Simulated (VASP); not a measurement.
# Ta3N (P-3m1) in VASP: a series of runs

The runs below take Ta3N through single point, with r2SCAN.

Everything below comes from runs of VASP 6.6.1. Logs are shortened: lines on timing, memory, paths and dates and some standing lists are left out, and cuts for length are marked.

## 1. The cell of the first run

It takes space group P-3m1 (No. 164, trigonal). The conventional cell has a = 2.991 Å, b = 2.991 Å, c = 7.422 Å, α = 90.00°, β = 90.00°, γ = 120.00°. Within 2.9 Å of Ta (site symmetry 3m) lie 3 N at 2.16 Å. Within 3.9 Å of Ta (site symmetry -3m) lie 12 Ta at 2.97 to 2.99 Å and 2 N at 3.71 Å. Within 2.9 Å of N (site symmetry -3m) lie 6 Ta at 2.16 Å.

## 2. Single point, r2SCAN

The input, POSCAR:

```
Ta3N
1.0
    2.9912429644      0.0000000000      0.0000000000
   -1.4956214823      2.5904923961      0.0000000000
    0.0000000000      0.0000000000      7.4224470073
Ta N
3 1
Direct
    0.6666666667      0.3333333333      0.8260700000
    0.3333333333      0.6666666667      0.1739300000
    0.0000000000      0.0000000000      0.5000000000
    0.0000000000      0.0000000000      0.0000000000
```

The input, INCAR.step1:

```
ALGO = Normal
EDIFF = 1E-4
ENCUT = 520
GGA = PE
ISMEAR = -1
LASPH = True
LCHARG = False
LREAL = False
LWAVE = True
NBANDS = 27
NELM = 100
PREC = Accurate
SIGMA = 0.05
```

The input, INCAR.step2:

```
ALGO = Normal
EDIFF = 1E-6
ENCUT = 520
ISIF = 2
ISMEAR = -1
ISTART = 1
LASPH = True
LCHARG = False
LMIXTAU = True
LREAL = False
LWAVE = False
METAGGA = R2SCAN
NBANDS = 27
NELM = 100
PREC = Accurate
SIGMA = 0.05
```

The input, KPOINTS:

```
k-points
0
Gamma
  10 10 4
```

Potentials or basis: VASP PAW PBE potentials, release 64 (Ta_pv, N).

Run with:

```sh
> cat potpaw_PBE.64/Ta_pv/POTCAR potpaw_PBE.64/N/POTCAR > POTCAR
> cp INCAR.step1 INCAR
> mpirun -np 1 vasp_std > vasp.out
> cp INCAR.step2 INCAR
> mpirun -np 1 vasp_std > vasp.out
```

OUTCAR:

```text
EDIFF = 1E-6
   ENCUT = 520
   ISIF = 2
   ISMEAR = -1
   ISTART = 1
   LASPH = True
   LREAL = False
   METAGGA = R2SCAN
   NELM = 100
   PREC = Accurate

 ion  position               nearest neighbor table
   1  0.667  0.333  0.826-   4 2.16   4 2.16   4 2.16   3 2.97   3 2.97   3 2.97   2 3.11   2 3.11
                             2 3.11
   2  0.333  0.667  0.174-   4 2.16   4 2.16   4 2.16   3 2.97   3 2.97   3 2.97   1 3.11   1 3.11
                             1 3.11
   3  0.000  0.000  0.500-   1 2.97   2 2.97   1 2.97   2 2.97   1 2.97   2 2.97
   4  0.000  0.000  0.000-   1 2.16   2 2.16   1 2.16   2 2.16   1 2.16   2 2.16

  LATTYP: Found a hexagonal cell.
 ALAT       =     2.9912429644
 C/A-ratio  =     2.4813922158

  Lattice vectors:

 A1 = (   2.9912429644,   0.0000000000,   0.0000000000)
 A2 = (  -1.4956214823,   2.5904923961,   0.0000000000)
 A3 = (   0.0000000000,   0.0000000000,   7.4224470073)

Analysis of symmetry for initial positions (statically):
=====================================================================
 Subroutine PRICEL returns:
 Original cell was already a primitive cell.

 Routine SETGRP: Setting up the symmetry group for a
 hexagonal supercell.

 Subroutine GETGRP returns: Found 12 space group operations
 (whereof 12 operations were pure point group operations)
 out of a pool of 24 trial point group operations.

The static configuration has the point symmetry D_3d.

Analysis of symmetry for dynamics (positions and initial velocities):
=====================================================================
 Subroutine PRICEL returns:
 Original cell was already a primitive cell.

 Routine SETGRP: Setting up the symmetry group for a
 hexagonal supercell.

 Subroutine GETGRP returns: Found 12 space group operations
 (whereof 12 operations were pure point group operations)
 out of a pool of 24 trial point group operations.

The dynamic configuration has the point symmetry D_3d.

 Subroutine INISYM returns: Found 12 space group operations
 (whereof 12 operations are pure point group operations),
 and found     1 'primitive' translations

----------------------------------------------------------------------------------------

                                     Primitive cell

  volume of cell :      57.5150

  direct lattice vectors                    reciprocal lattice vectors
     2.991242964  0.000000000  0.000000000     0.334309186  0.193013498  0.000000000
    -1.495621482  2.590492396  0.000000000     0.000000000  0.386026997  0.000000000
     0.000000000  0.000000000  7.422447007     0.000000000  0.000000000  0.134726459

  length of vectors
     2.991242964  2.991242964  7.422447007     0.386026997  0.386026997  0.134726459

  position of ions in fractional coordinates (direct lattice)
     0.666666667  0.333333333  0.826070000
     0.333333333  0.666666667  0.173930000
     0.000000000  0.000000000  0.500000000
     0.000000000  0.000000000  0.000000000

  ion indices of the primitive-cell ions
   primitive index   ion index
                 1           1
                 2           2
                 3           3
                 4           4

----------------------------------------------------------------------------------------

 KPOINTS: k-points

Automatic generation of k-mesh.
 Grid dimensions read from file:
 generate k-points for:   10   10    4

 Generating k-lattice:

  Cartesian coordinates                     Fractional coordinates (reciprocal lattice)
     0.033430919  0.019301350  0.000000000     0.100000000 -0.000000000  0.000000000
     0.000000000  0.038602700  0.000000000     0.000000000  0.100000000  0.000000000
     0.000000000  0.000000000  0.033681615     0.000000000  0.000000000  0.250000000

  Length of vectors
     0.038602700  0.038602700  0.033681615

  Shift w.r.t. Gamma in fractional coordinates (k-lattice)
     0.000000000  0.000000000  0.000000000

 Subroutine IBZKPT returns following result:
 ===========================================

 Found     50 irreducible k-points:

 Following reciprocal coordinates:
            Coordinates               Weight
  0.000000  0.000000  0.000000      1.000000
  0.100000  0.000000  0.000000      6.000000
  0.200000  0.000000  0.000000      6.000000
  0.300000 -0.000000  0.000000      6.000000
  0.400000  0.000000  0.000000      6.000000
  0.500000  0.000000  0.000000      3.000000
[... 16 lines left out ...]
  0.000000  0.400000  0.250000      6.000000
  0.500000  0.000000  0.250000      6.000000
 [... further k-points ...]
   k-points           NKPTS =     50   k-points in BZ     NKDIM =     50   number of bands    NBANDS=     27
   number of dos      NEDOS =    301   number of ions     NIONS =      4
   total plane-waves  NPLWV =  32256
   dimension x,y,z NGX =    24 NGY =   24 NGZ =   56
   dimension x,y,z NGXF=    48 NGYF=   48 NGZF=  112
   ions per type =               3   1
   NGX,Y,Z   is equivalent  to a cutoff of  13.34, 13.34, 12.54 a.u.
   NGXF,Y,Z  is equivalent  to a cutoff of  26.68, 26.68, 25.09 a.u.
 SYSTEM =  unknown system
   PREC   = accura    normal or accurate (medium, high low for compatibility)
   ISTART =      1    job   : 0-new  1-cont  2-samecut
   ICHARG =      0    charge: 1-file 2-atom 10-const
   ISPIN  =      1    spin polarized calculation?
   LNONCOLLINEAR =      F non collinear calculations
   LSORBIT =      F    spin-orbit coupling
   LASPH  =      T    aspherical Exc in radial PAW
   ENCUT  =  520.0 eV  38.22 Ry    6.18 a.u.   5.56  5.56 13.80*2*pi/ulx,y,z
   NELM   =    100;   NELMIN=  2; NELMDL=  0     # of ELM steps
   EDIFF  = 0.1E-05   stopping-criterion for ELM
   LREAL  =      F    real-space projection
   EDIFFG = 0.1E-04   stopping-criterion for IOM
   NSW    =      0    number of steps for IOM
   IBRION =     -1    ionic relax: 0-MD 1-quasi-New 2-CG
   NFREE  =      0    steps in history (QN), initial steepest desc. (CG)
   ISIF   =      2    stress and relaxation
   ISYM   =      2    0-nonsym 1-usesym 2-fastsym
   POTIM  = 0.5000    time-step for ionic-motion
   TEBEG  =    0.0;   TEEND  =   0.0 temperature during run
   PSTRESS=    0.0 pullay stress
   NELECT =      38.0000    total number of electrons
   NUPDOWN=      -1.0000    fix difference up-down
   EMIN   =  10.00;   EMAX   =-10.00  energy-range for DOS
   EFERMI =   0.00;   METHOD = LEGACY
   ISMEAR =    -1;   SIGMA  =   0.05  broadening in eV -4-tet -1-fermi 0-gaus
   EFERMI_NEDOS =   21; number of points for ismear=-14 and -15
   IALGO  =     38    algorithm
   IMIX   =      4    mixing-type and parameters
     AMIX     =   0.40;   BMIX     =  1.00
     AMIX_MAG =   1.60;   BMIX_MAG =  1.00
  volume/ion in A,a.u.               =      14.38        97.03
  Fermi-wavevector in a.u.,A,eV,Ry     =   1.425856  2.694477 27.661532  2.033065
  Thomas-Fermi vector in A             =   2.546195
   LORBIT       =      0    0 simple, 1 ext, 2 COOP (PROOUT), +10 PAW based schemes
   METAGGA = R2SCAN    functional components
   LHFCALC =     F    Hartree Fock is set to
   AEXX    =    0.0000 exact exchange contribution
   IVDW    =     0    specifies the selected vdW correction
   LEPSILON=     F    determine dielectric tensor
   LRPA    =     F    only Hartree local field effects (RPA)
 non-spin polarized calculation
  energy-cutoff  :      520.00
  volume of cell :       57.51
 maximum number of plane-waves:      1600
 NGX is ok and might be reduce to    24
   NGX = 11   NGY = 11   NGZ = 27

 number of electron      37.9999996 magnetization

 Free energy of the ion-electron system (eV)
  ---------------------------------------------------
  ext. energy  EPLUGINS =         0.00000000
  ---------------------------------------------------
  free energy    TOTEN  =      -157.00201728 eV

  energy without entropy =     -156.98054900  energy(sigma->0) =     -156.99128314

 E-fermi :   6.9712     XC(G=0): -14.0093

 val. band max:        6.9325971401   @ k =   0.4000   0.0000   0.5000
 cond. band min:       6.9744287394   @ k =   0.2000   0.2000   0.0000
 fundamental gap:      0.0418315993
 Fermi energy:         6.9711860626

 k-point     1 :       0.0000    0.0000    0.0000
  band No.  band energies     occupation
      1     -29.5106      2.00000
      2     -29.1775      2.00000
      3     -28.7536      2.00000
      4     -28.7536      2.00000
      5     -28.7223      2.00000
      6     -28.7223      2.00000
[... 19 lines left out ...]
     26       9.5477      0.00000
     27      10.8338      0.00000

 k-point     2 :       0.1000    0.0000    0.0000
  band No.  band energies     occupation
      1     -29.4922      2.00000
      2     -29.1670      2.00000
      3     -28.8409      2.00000
      4     -28.8009      2.00000
      5     -28.7810      2.00000
      6     -28.7342      2.00000
[... 19 lines left out ...]
     26      10.0058      0.00000
     27      11.3097      0.00000

 k-point     3 :       0.2000    0.0000    0.0000
  band No.  band energies     occupation
      1     -29.4541      2.00000
      2     -29.1881      2.00000
      3     -29.0218      2.00000
      4     -28.9833      2.00000
      5     -28.8453      2.00000
      6     -28.7721      2.00000
[... 19 lines left out ...]
     26      10.7699      0.00000
     27      11.8351      0.00000

 k-point     4 :       0.3000   -0.0000    0.0000
  band No.  band energies     occupation
      1     -29.4805      2.00000
      2     -29.3811      2.00000
      3     -29.1905      2.00000
      4     -29.0083      2.00000
      5     -28.9192      2.00000
      6     -28.8230      2.00000
[... 19 lines left out ...]
     26      11.4162      0.00000
     27      12.0131      0.00000
[... 516 lines left out ...]
      4     -29.0679      2.00000
      5     -28.9717      2.00000
      6     -28.8713      2.00000
[... 19 lines left out ...]
     26      11.7752      0.00000
     27      11.8448      0.00000

 k-point    23 :       0.0000    0.4000    0.2500
  band No.  band energies     occupation
      1     -29.6512      2.00000
      2     -29.5401      2.00000
      3     -29.2207      2.00000
      4     -28.9816      2.00000
      5     -28.9732      2.00000
      6     -28.8695      2.00000
[... 19 lines left out ...]
     26      12.0963      0.00000
     27      12.5622      0.00000

 k-point    24 :       0.5000    0.0000    0.2500
  band No.  band energies     occupation
      1     -29.7224      2.00000
      2     -29.6026      2.00000
      3     -29.2044      2.00000
      4     -29.0202      2.00000
      5     -28.9937      2.00000
      6     -28.8871      2.00000
[... 19 lines left out ...]
     26      12.2742      0.00000
     27      13.1039      0.00000

 [... further k-points ...]
[... 5 lines left out ...]
  --------------------------------------------------------------------------------------
  -------------------------------------------------------------------------------------
  Total        2.5586480      2.5586480      3.5013858     -0.0000000      0.0000000     -0.0000000
  in kB       71.2754575     71.2754575     97.5370077     -0.0000000      0.0000000     -0.0000000
  external PRESSURE =      80.0293076 kB  Pullay stress =       0.0000000 kB

 VOLUME and BASIS-vectors are now :
 -----------------------------------------------------------------------------
  energy-cutoff  :      520.00
  volume of cell :       57.51
      direct lattice vectors                 reciprocal lattice vectors
     2.991242964  0.000000000  0.000000000     0.334309186  0.193013498  0.000000000
    -1.495621482  2.590492396  0.000000000     0.000000000  0.386026997  0.000000000
     0.000000000  0.000000000  7.422447007     0.000000000  0.000000000  0.134726459

 POSITION                                       TOTAL-FORCE (eV/Angst)
 -----------------------------------------------------------------------------------
      1.49562      0.86350      6.13146         0.000000      0.000000     -0.265107
     -0.00000      1.72699      1.29099        -0.000000     -0.000000      0.265107
      0.00000      0.00000      3.71122         0.000000      0.000000      0.000000
      0.00000      0.00000      0.00000         0.000000      0.000000      0.000000
 -----------------------------------------------------------------------------------
    total drift:                                0.000000     -0.000000      0.000000

  FREE ENERGIE OF THE ION-ELECTRON SYSTEM (eV)
  ---------------------------------------------------
  free  energy   TOTEN  =      -157.0020172820 eV

  energy  without entropy=     -156.9805490024  energy(sigma->0) =     -156.99128314
```

Wall time 3.7 min (1 thread of Intel Xeon 6975P-C (Granite Rapids), shared host); peak memory 0.22 GiB.

Results:

* Free energy: -157.0020 eV
* Pressure: 8.0 GPa
* Largest force: 0.265 eV/Å
* Band gap on the k mesh: zero (band 19 reaches 7.35 eV, above the bottom of band 20 at 6.67 eV)

Forces in eV/Å, atoms in the order of the input:
```
Ta   0.000  0.000 -0.265
Ta   0.000  0.000  0.265
Ta   0.000  0.000  0.000
N    0.000  0.000  0.000
```

Stress tensor (GPa, compression positive):
```
7.13 0.00 0.00
0.00 7.13 0.00
0.00 0.00 9.75
```

Caveat: the PAW data sets were made with another functional, which shifts forces and pressure a little; spin-orbit coupling is left out, which moves the levels of the heavy elements.

## 3. Single point, r2SCAN

This run uses another cell than the first one, of 14.68 Å³/atom, 1.021 times its volume.

The input, POSCAR:

```
Ta3N
1.0
    3.0118728781      0.0000000000      0.0000000000
   -1.5059364391      2.6083584255      0.0000000000
    0.0000000000      0.0000000000      7.4736379147
Ta N
3 1
Direct
    0.6666666667      0.3333333333      0.8260700000
    0.3333333333      0.6666666667      0.1739300000
    0.0000000000      0.0000000000      0.5000000000
    0.0000000000      0.0000000000      0.0000000000
```

The input, INCAR.step1:

```
ALGO     = Normal         # electronic algorithm
EDIFF    = 1E-4           # SCF threshold, eV
ENCUT    = 520            # plane-wave cutoff, eV
GGA      = PE             # functional
ISMEAR   = -1             # smearing method
LASPH    = True           # aspherical terms in the spheres
LCHARG   = False          # write CHGCAR
LREAL    = False          # projectors in reciprocal space
LWAVE    = True           # write WAVECAR
NBANDS   = 27             # bands
NELM     = 60             # most SCF steps
PREC     = Accurate       # precision mode
SIGMA    = 0.05           # smearing width, eV
```

The input, INCAR.step2:

```
ALGO     = Normal         # electronic algorithm
EDIFF    = 1E-6           # SCF threshold, eV
ENCUT    = 520            # plane-wave cutoff, eV
ISIF     = 2              # what is computed and relaxed
ISMEAR   = -1             # smearing method
ISTART   = 1            
LASPH    = True           # aspherical terms in the spheres
LCHARG   = False          # write CHGCAR
LMIXTAU  = True         
LREAL    = False          # projectors in reciprocal space
LWAVE    = False          # write WAVECAR
METAGGA  = R2SCAN         # meta-GGA
NBANDS   = 27             # bands
NELM     = 60             # most SCF steps
PREC     = Accurate       # precision mode
SIGMA    = 0.05           # smearing width, eV
```

KPOINTS is that of step 2.

Potentials or basis: VASP PAW PBE potentials, release 64 (Ta_pv, N).

Run with:

```sh
> cat potpaw_PBE.64/Ta_pv/POTCAR potpaw_PBE.64/N/POTCAR > POTCAR
> cp INCAR.step1 INCAR
> mpirun -np 1 vasp_std > vasp.out
> cp INCAR.step2 INCAR
> mpirun -np 1 vasp_std > vasp.out
```

Wall time 3.9 min (1 thread of Intel Xeon 6975P-C (Granite Rapids), shared host); peak memory 0.22 GiB.

Results (log left out):

* Free energy: -157.0402 eV
* Pressure: 2.2 GPa
* Largest force: 0.123 eV/Å
* Band gap on the k mesh: zero (band 19 reaches 7.11 eV, above the bottom of band 20 at 6.49 eV)

Forces on the atoms (eV/Å):
```
Ta   0.000  0.000 -0.123
Ta   0.000  0.000  0.123
Ta   0.000  0.000  0.000
N    0.000  0.000  0.000
```

Stress tensor (GPa, compression positive):
```
1.36 0.00 0.00
0.00 1.36 0.00
0.00 0.00 3.76
```

Levels at points of the mesh, in eV from the Fermi level:
```csv
k point,band 16,band 17,band 18,band 19,band 20,band 21,band 22,band 23
"(0.00, 0.00, 0.00)",-1.63,-0.45,-0.45,-0.32,0.31,0.31,0.95,1.98
"(0.50, 0.00, 0.00)",-3.39,-1.41,-0.57,0.13,0.78,0.82,3.72,4.37
"(0.00, 0.00, 0.50)",-1.43,-1.21,-0.22,-0.22,0.58,0.58,1.27,1.41
"(0.50, 0.00, 0.50)",-3.19,-1.56,-1.38,0.08,0.98,1.37,2.58,4.70
```

Caveat: the PAW data sets were made with another functional, which shifts forces and pressure a little; spin-orbit coupling is left out, which moves the levels of the heavy elements.
